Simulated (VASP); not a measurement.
**Si16HC16 (a cell with a defect): single point with PBE**

System: Si16HC16 (a cell with a defect).

```xyz
33
Lattice="3.0941 -5.3592 0.0000 -6.1882 0.0000 0.0000 0.0000 0.0000 -10.1293" Properties=species:S:1:pos:R:3 pbc="T T T"
Si    0.0126   -1.7788   -0.6290
Si    1.5465   -4.4662   -0.6232
Si   -3.1085   -1.7786   -0.6292
Si   -1.5477   -4.4815   -0.6291
Si   -1.5476   -0.8949   -5.6944
Si   -0.0019   -3.5722   -5.6943
Si   -4.6414   -0.8936   -5.6938
Si   -3.0934   -3.5723   -5.6944
Si   -1.5478   -2.6796   -3.1685
Si    0.0022   -5.3577   -3.1666
Si   -4.6418   -2.6829   -3.1666
Si   -3.0971   -5.3580   -3.1670
Si   -1.5478   -2.6797   -8.2330
Si    0.0028   -5.3573   -8.2160
Si   -4.6419   -2.6837   -8.2160
Si   -3.0978   -5.3576   -8.2157
C    -0.0033   -1.7882   -2.5449
C     1.5468   -4.4663   -2.5323
C    -3.0921   -1.7880   -2.5450
C    -1.5475   -4.4628   -2.5451
C    -1.5475   -0.8971   -7.5966
C    -0.0038   -3.5711   -7.5964
C    -4.6414   -0.8936   -7.5989
C    -3.0915   -3.5713   -7.5966
C    -0.0017    0.0004   -5.0646
C     1.5465   -2.6815   -5.0643
C    -3.0931    0.0007   -5.0643
C    -1.5475   -2.6799   -5.0622
C    -0.0191    0.0105  -10.1053
C     1.5462   -2.7010  -10.1059
C    -3.0764    0.0106  -10.1059
C    -1.5480   -2.6796  -10.1330
H    -1.5499   -6.2511   -1.2591
```

| Item | Value |
| --- | --- |
| Program | VASP 6.6.1 |
| Task | single point |
| Functional | PBE |
| Potentials or basis | VASP PAW PBE potentials, release 64 (Si, C, H) |
| Cutoff | 520 eV |
| k mesh | 2 × 2 × 2 |
| Occupations | gaussian, width 0.02 eV |
| Spin | collinear spin |
| Dipole correction | no |
| Further INCAR settings | LREAL = Auto; ALGO = Normal; EDIFF = 1e-07; NBANDS = 90 |

| Property | Result |
| --- | --- |
| Pressure | 1.3 GPa |
| Largest force | 0.021 eV/Å |
| Net moment | 0.50 μB per cell |
| Site moments | Si +0.00, +0.01, -0.00 (each value once); C +0.01, +0.00, -0.00, +0.02 (each value once); H +0.13 μB |
| Valence electrons inside the program's atomic spheres | Si 1.65, 1.67, 1.66 (each value once); C 2.53, 2.54, 2.52 (each value once); H 0.52 |

Forces in eV/Å, atoms in the order of the input:
```
Si  -0.005 -0.004  0.003
Si  -0.001  0.001  0.006
Si   0.005 -0.004  0.003
Si   0.000  0.007  0.003
Si   0.001 -0.006  0.001
Si  -0.004  0.002  0.000
Si  -0.002  0.001 -0.003
Si   0.006  0.001  0.002
Si   0.002 -0.002 -0.013
Si   0.007  0.004  0.001
Si   0.000 -0.008  0.002
Si  -0.008  0.005  0.006
Si   0.002 -0.002  0.008
Si  -0.001 -0.002 -0.002
Si   0.002  0.001 -0.002
Si   0.001 -0.001 -0.001
C    0.000 -0.001  0.003
C   -0.002 -0.001 -0.007
C    0.003 -0.001  0.002
C    0.000  0.000  0.005
C   -0.002  0.002 -0.005
C    0.000  0.001 -0.006
C   -0.002  0.004  0.003
C   -0.001  0.001 -0.005
C    0.005 -0.001  0.005
C    0.001  0.007  0.003
C   -0.006 -0.005  0.003
C   -0.003  0.003  0.000
C    0.015 -0.008 -0.013
C    0.001  0.018 -0.006
C   -0.016 -0.009 -0.007
C   -0.002 -0.001  0.005
H    0.003 -0.002  0.007
```

Stress tensor (GPa, compression positive):
```
1.80 0.01 0.00
0.01 1.80 0.00
0.00 0.00 0.37
```

Levels at points of the mesh, in eV from the Fermi level:
Spin up:
| k point | band 61 | band 62 | band 63 | band 64 | band 65 | band 66 | band 67 | band 68 | band 69 | band 70 |
| --- | --- | --- | --- | --- | --- | --- | --- | --- | --- | --- |
| (0.00, 0.00, 0.00) | -0.83 | -0.83 | -0.30 | -0.24 | -0.24 | 1.96 | 1.96 | 2.03 | 2.11 | 2.11 |
| (0.50, 0.00, 0.00) | -1.10 | -1.09 | -0.81 | -0.77 | 0.01 | 3.38 | 3.42 | 3.48 | 3.72 | 3.98 |
| (0.00, 0.50, 0.00) | -1.10 | -1.09 | -0.81 | -0.77 | 0.01 | 3.38 | 3.42 | 3.48 | 3.72 | 3.98 |
| (0.50, 0.50, 0.00) | -1.10 | -1.09 | -0.81 | -0.77 | 0.01 | 3.38 | 3.42 | 3.48 | 3.72 | 3.98 |
| (0.00, 0.00, 0.50) | -0.71 | -0.47 | -0.47 | -0.43 | -0.43 | 2.33 | 2.33 | 2.36 | 2.43 | 2.43 |
| (0.50, 0.00, 0.50) | -1.19 | -1.18 | -1.16 | -1.10 | -0.06 | 3.60 | 3.60 | 3.62 | 3.64 | 3.65 |
| (0.00, 0.50, 0.50) | -1.19 | -1.18 | -1.16 | -1.10 | -0.06 | 3.60 | 3.60 | 3.62 | 3.64 | 3.65 |
| (0.50, 0.50, 0.50) | -1.19 | -1.18 | -1.16 | -1.10 | -0.06 | 3.60 | 3.60 | 3.62 | 3.64 | 3.65 |
Spin down:
```
           k point  band 61  band 62  band 63  band 64  band 65  band 66  band 67  band 68
(0.00, 0.00, 0.00)    -0.81    -0.71    -0.28    -0.23    -0.23     1.97     1.97     2.03
(0.50, 0.00, 0.00)    -1.08    -1.07    -0.79    -0.75     0.49     3.39     3.44     3.49
(0.00, 0.50, 0.00)    -1.08    -1.07    -0.79    -0.75     0.49     3.39     3.44     3.49
(0.50, 0.50, 0.00)    -1.08    -1.07    -0.79    -0.75     0.49     3.39     3.44     3.49
(0.00, 0.00, 0.50)    -0.46    -0.46    -0.41    -0.41    -0.32     2.34     2.34     2.36
(0.50, 0.00, 0.50)    -1.17    -1.17    -1.15    -1.08     0.43     3.61     3.61     3.63
(0.00, 0.50, 0.50)    -1.17    -1.17    -1.15    -1.08     0.43     3.61     3.61     3.63
(0.50, 0.50, 0.50)    -1.17    -1.17    -1.15    -1.08     0.43     3.61     3.61     3.63
```

Wall time 24 min on 1 thread of Oxide Virtual Turin-like Processor, on a shared host, peak memory 0.71 GiB.

Caveat: the k points lie up to 0.59 Å⁻¹ apart.
